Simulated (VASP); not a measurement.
# MnO (Fm-3m) in VASP: further runs

Runs on MnO. Level: PBE. Tasks: electric field gradients.

Program: VASP 6.6.1. These are calculated values, not measurements. Logs are shortened: lines on timing, memory, paths and dates and some standing lists are left out, and cuts for length are marked.

### 1 The cell of the first run

It takes space group Fm-3m (No. 225, cubic). The conventional cell has a = 4.488 Å, b = 4.488 Å, c = 4.488 Å, α = 90.00°, β = 90.00°, γ = 90.00°. Within 3.0 Å of Mn (site symmetry m-3m) lie 6 O at 2.24 Å. O (site symmetry m-3m) has 6 Mn at 2.24 Å within 3.0 Å.

### 2 Electric field gradients, PBE, collinear spin, ferromagnetic start (volume scaled by 1.03)

INCAR reads:

```
  PREC = Accurate
  ENCUT = 520
  EDIFF = 1E-8
  ISMEAR = -1
  SIGMA = 0.05
  LREAL = F
  LASPH = T
  NELM = 150
  ALGO = Normal
  ISIF = 2
  LWAVE = F
  LCHARG = F
  ISPIN = 2
  MAGMOM = 4 0
  LORBIT = 11
  LMAXMIX = 4
  GGA = PE
  LEFG = T
  NBANDS = 20
```

KPOINTS reads:

```
Automatic mesh
0
Gamma
  14 14 14
```

POSCAR reads:

```
MnO
1.0
    0.0000000000      2.2440014309      2.2440014309
    2.2440014309      0.0000000000      2.2440014309
    2.2440014309      2.2440014309      0.0000000000
Mn O
1 1
Direct
    0.0000000000      0.0000000000      0.0000000000
    0.5000000000      0.5000000000      0.5000000000
```

Potentials or basis: VASP PAW PBE potentials, release 64 (Mn_pv, O).

Run with:

```
$ cat potpaw_PBE.64/Mn_pv/POTCAR potpaw_PBE.64/O/POTCAR > POTCAR
$ mpirun -np 1 vasp_std > vasp.out
```

OUTCAR:

```text
PREC = Accurate
   ENCUT = 520
   EDIFF = 1E-8
   ISMEAR = -1
   LREAL = F
   LASPH = T
   NELM = 150
   ISIF = 2
   ISPIN = 2
   LORBIT = 11
   GGA = PE

 ion  position               nearest neighbor table
   1  0.000  0.000  0.000-   2 2.24   2 2.24   2 2.24   2 2.24   2 2.24   2 2.24
   2  0.500  0.500  0.500-   1 2.24   1 2.24   1 2.24   1 2.24   1 2.24   1 2.24

  LATTYP: Found a face centered cubic cell.
 ALAT       =     4.4880028618

  Lattice vectors:

 A1 = (   0.0000000000,   2.2440014309,   2.2440014309)
 A2 = (   2.2440014309,   0.0000000000,   2.2440014309)
 A3 = (   2.2440014309,   2.2440014309,   0.0000000000)

Analysis of symmetry for initial positions (statically):
=====================================================================
 Subroutine PRICEL returns:
 Original cell was already a primitive cell.

 Routine SETGRP: Setting up the symmetry group for a
 face centered cubic supercell.

 Subroutine GETGRP returns: Found 48 space group operations
 (whereof 48 operations were pure point group operations)
 out of a pool of 48 trial point group operations.

The static configuration has the point symmetry O_h .

Analysis of symmetry for dynamics (positions and initial velocities):
=====================================================================
 Subroutine PRICEL returns:
 Original cell was already a primitive cell.

 Routine SETGRP: Setting up the symmetry group for a
 face centered cubic supercell.

 Subroutine GETGRP returns: Found 48 space group operations
 (whereof 48 operations were pure point group operations)
 out of a pool of 48 trial point group operations.

The dynamic configuration has the point symmetry O_h .

Analysis of structural, dynamic, and magnetic symmetry:
=====================================================================
 Subroutine PRICEL returns:
 Original cell was already a primitive cell.

 Routine SETGRP: Setting up the symmetry group for a
 face centered cubic supercell.

 Subroutine GETGRP returns: Found 48 space group operations
 (whereof 48 operations were pure point group operations)
 out of a pool of 48 trial point group operations.

The overall configuration has the point symmetry O_h .

 Subroutine INISYM returns: Found 48 space group operations
 (whereof 48 operations are pure point group operations),
 and found     1 'primitive' translations

----------------------------------------------------------------------------------------

                                     Primitive cell

  volume of cell :      22.5995

  direct lattice vectors                    reciprocal lattice vectors
     0.000000000  2.244001431  2.244001431    -0.222816257  0.222816257  0.222816257
     2.244001431  0.000000000  2.244001431     0.222816257 -0.222816257  0.222816257
     2.244001431  2.244001431  0.000000000     0.222816257  0.222816257 -0.222816257

  length of vectors
     3.173497258  3.173497258  3.173497258     0.385929078  0.385929078  0.385929078

  position of ions in fractional coordinates (direct lattice)
     0.000000000  0.000000000  0.000000000
     0.500000000  0.500000000  0.500000000

  ion indices of the primitive-cell ions
   primitive index   ion index
                 1           1
                 2           2

----------------------------------------------------------------------------------------

 KPOINTS: Automatic mesh

Automatic generation of k-mesh.
 Grid dimensions read from file:
 generate k-points for:   14   14   14

 Generating k-lattice:

  Cartesian coordinates                     Fractional coordinates (reciprocal lattice)
    -0.015915447  0.015915447  0.015915447     0.071428571  0.000000000  0.000000000
     0.015915447 -0.015915447  0.015915447     0.000000000  0.071428571  0.000000000
[... 52 lines left out ...]
   ISPIN  =      2    spin polarized calculation?
   LNONCOLLINEAR =      F non collinear calculations
   LSORBIT =      F    spin-orbit coupling
   LASPH  =      T    aspherical Exc in radial PAW
   ENCUT  =  520.0 eV  38.22 Ry    6.18 a.u.   5.90  5.90  5.90*2*pi/ulx,y,z
   NELM   =    150;   NELMIN=  2; NELMDL= -5     # of ELM steps
   EDIFF  = 0.1E-07   stopping-criterion for ELM
   LREAL  =      F    real-space projection
   EDIFFG = 0.1E-06   stopping-criterion for IOM
   NSW    =      0    number of steps for IOM
   IBRION =     -1    ionic relax: 0-MD 1-quasi-New 2-CG
   NFREE  =      0    steps in history (QN), initial steepest desc. (CG)
   ISIF   =      2    stress and relaxation
   ISYM   =      2    0-nonsym 1-usesym 2-fastsym
   POTIM  = 0.5000    time-step for ionic-motion
   TEBEG  =    0.0;   TEEND  =   0.0 temperature during run
   PSTRESS=    0.0 pullay stress
   NELECT =      19.0000    total number of electrons
   NUPDOWN=      -1.0000    fix difference up-down
   EMIN   =  10.00;   EMAX   =-10.00  energy-range for DOS
   EFERMI =   0.00;   METHOD = LEGACY
   ISMEAR =    -1;   SIGMA  =   0.05  broadening in eV -4-tet -1-fermi 0-gaus
   EFERMI_NEDOS =   21; number of points for ismear=-14 and -15
   IALGO  =     38    algorithm
   IMIX   =      4    mixing-type and parameters
     AMIX     =   0.40;   BMIX     =  1.00
     AMIX_MAG =   1.60;   BMIX_MAG =  1.00
  volume/ion in A,a.u.               =      11.30        76.25
  Fermi-wavevector in a.u.,A,eV,Ry     =   1.545111  2.919836 32.482097  2.387367
  Thomas-Fermi vector in A             =   2.650536
   LORBIT       =     11    0 simple, 1 ext, 2 COOP (PROOUT), +10 PAW based schemes
   GGA     = PE    functional components
   LHFCALC =     F    Hartree Fock is set to
   AEXX    =    0.0000 exact exchange contribution
   IVDW    =     0    specifies the selected vdW correction
   LEPSILON=     F    determine dielectric tensor
   LRPA    =     F    only Hartree local field effects (RPA)
 spin polarized calculation
  energy-cutoff  :      520.00
  volume of cell :       22.60
 maximum number of plane-waves:       620
   NGX = 11   NGY = 11   NGZ = 11

 number of electron      18.9999990 magnetization       4.8294439

 Free energy of the ion-electron system (eV)
  ---------------------------------------------------
  ext. energy  EPLUGINS =         0.00000000
  ---------------------------------------------------
  free energy    TOTEN  =       -16.40055731 eV

  energy without entropy =      -16.39292873  energy(sigma->0) =      -16.39674302

 E-fermi :   7.1652     XC(G=0): -11.7020

 val. band max:        7.1507628996   @ k =  -0.4286   0.1429   0.0714
 cond. band min:       7.1763224546   @ k =  -0.4286   0.1429   0.0000
 fundamental gap:      0.0255595550
 Fermi energy:         7.1651933356

 spin component 1

 k-point     1 :       0.0000    0.0000    0.0000
  band No.  band energies     occupation
      1     -43.2041      1.00000
      2     -43.2041      1.00000
      3     -43.2041      1.00000
      4     -12.8317      1.00000
      5       3.5828      1.00000
      6       3.5828      1.00000
[... 541 lines left out ...]
     19      29.0212      0.00000
     20      31.8059      0.00000

 [... further k-points ...]

 spin component 2

 k-point     1 :       0.0000    0.0000    0.0000
  band No.  band energies     occupation
      1     -38.4905      1.00000
      2     -38.4905      1.00000
      3     -38.4905      1.00000
      4     -12.3909      1.00000
      5       3.9687      1.00000
      6       3.9687      1.00000
[... 541 lines left out ...]
     19      30.4782      0.00000
     20      33.2588      0.00000

 [... further k-points ...]
[... 5 lines left out ...]
  --------------------------------------------------------------------------------------
  -------------------------------------------------------------------------------------
  Total       -0.4336994     -0.4336994     -0.4336994     -0.0000000     -0.0000000      0.0000000
  in kB      -30.7468099    -30.7468099    -30.7468099     -0.0000000     -0.0000000      0.0000000
  external PRESSURE =     -30.7468099 kB  Pullay stress =       0.0000000 kB

 VOLUME and BASIS-vectors are now :
 -----------------------------------------------------------------------------
  energy-cutoff  :      520.00
  volume of cell :       22.60
      direct lattice vectors                 reciprocal lattice vectors
     0.000000000  2.244001431  2.244001431    -0.222816257  0.222816257  0.222816257
     2.244001431  0.000000000  2.244001431     0.222816257 -0.222816257  0.222816257
     2.244001431  2.244001431  0.000000000     0.222816257  0.222816257 -0.222816257

 POSITION                                       TOTAL-FORCE (eV/Angst)
 -----------------------------------------------------------------------------------
      0.00000      0.00000      0.00000        -0.000000     -0.000000     -0.000000
      2.24400      2.24400      2.24400         0.000000      0.000000      0.000000
 -----------------------------------------------------------------------------------
    total drift:                                0.000000     -0.000000     -0.000000

  FREE ENERGIE OF THE ION-ELECTRON SYSTEM (eV)
  ---------------------------------------------------
  free  energy   TOTEN  =       -16.4005573099 eV

  energy  without entropy=      -16.3929287307  energy(sigma->0) =      -16.39674302

 Electric field gradients (V/A^2)
---------------------------------------------------------------------
 ion       V_xx      V_yy      V_zz      V_xy      V_xz      V_yz
---------------------------------------------------------------------
   1      -0.000    -0.000     0.000     0.003     0.003     0.003
   2      -0.000     0.000    -0.000     0.001     0.001     0.001
---------------------------------------------------------------------

 Electric field gradients after diagonalization (V/A^2)
 (convention: |V_zz| > |V_xx| > |V_yy|)
----------------------------------------------------------------------
 ion       V_xx      V_yy      V_zz     asymmetry (V_yy - V_xx)/ V_zz
----------------------------------------------------------------------
   1      -0.003    -0.003     0.006       0.000
   2      -0.001    -0.001     0.002       0.000
----------------------------------------------------------------------

           NMR quadrupolar parameters

 Cq : quadrupolar parameter    Cq=e*Q*V_zz/h
 eta: asymmetry parameters     (V_yy - V_xx)/ V_zz
 Q  : nuclear electric quadrupole moment in mb (millibarn)
----------------------------------------------------------------------
 ion       Cq(MHz)       eta       Q (mb)
----------------------------------------------------------------------
   1       0.000       0.000       1.000
   2       0.000       0.000       1.000
----------------------------------------------------------------------

 total charge

# of ion       s       p       d       tot
------------------------------------------
    1        0.199   6.167   4.959  11.325
    2        1.561   3.404   0.000   4.965
--------------------------------------------------
tot          1.760   9.571   4.959  16.290

 magnetization (x)

# of ion       s       p       d       tot
------------------------------------------
    1        0.035   0.025   4.317   4.377
    2        0.030   0.174   0.000   0.204
--------------------------------------------------
tot          0.065   0.199   4.317   4.581
```

Wall time 69 s (1 thread of Intel Xeon 6975P-C, shared host); peak memory 0.2 GiB.

What came out:

```yaml
Free_energy: -16.4006 eV
Pressure: -3.1 GPa
Net_moment: 4.83 μB per cell
Site_moments: Mn +4.38; O +0.20 μB
Valence_electrons_inside_the_program's_atomic_spheres: Mn 11.32; O 4.96
```

Levels at points of the mesh, in eV from the Fermi level:
Spin up:
```
           k point  band 10  band 11  band 12  band 13  band 14  band 15
(0.00, 0.00, 0.00)    -3.17    -2.67    -2.67    -0.61    13.92    16.13
(0.50, 0.00, 0.00)    -1.89     0.15     0.15     3.45     7.53    11.71
(0.50, 0.50, 0.00)    -2.07    -2.07    -1.96     4.85     7.70    10.28
```
Spin down:
```tsv
k point	band 4	band 5	band 6	band 7	band 8	band 9	band 10	band 11
(0.00, 0.00, 0.00)	-19.56	-3.20	-3.20	-3.20	0.73	0.84	0.84	0.84
(0.50, 0.00, 0.00)	-18.66	-7.09	-4.62	-4.62	1.97	2.01	2.01	3.60
(0.50, 0.50, 0.00)	-18.68	-6.18	-4.15	-4.15	-0.66	2.00	2.15	2.43
```

Caveat: without QUAD_EFG the Cq values of the log hold for a quadrupole moment of 1 mb, not for the nuclei; a cell with one magnetic atom can't hold antiferromagnetic order, which such compounds often take; semilocal functionals often make such compounds metallic where correlation or magnetic order opens a gap, which also shifts bond lengths.

[end of part 1 of 3]
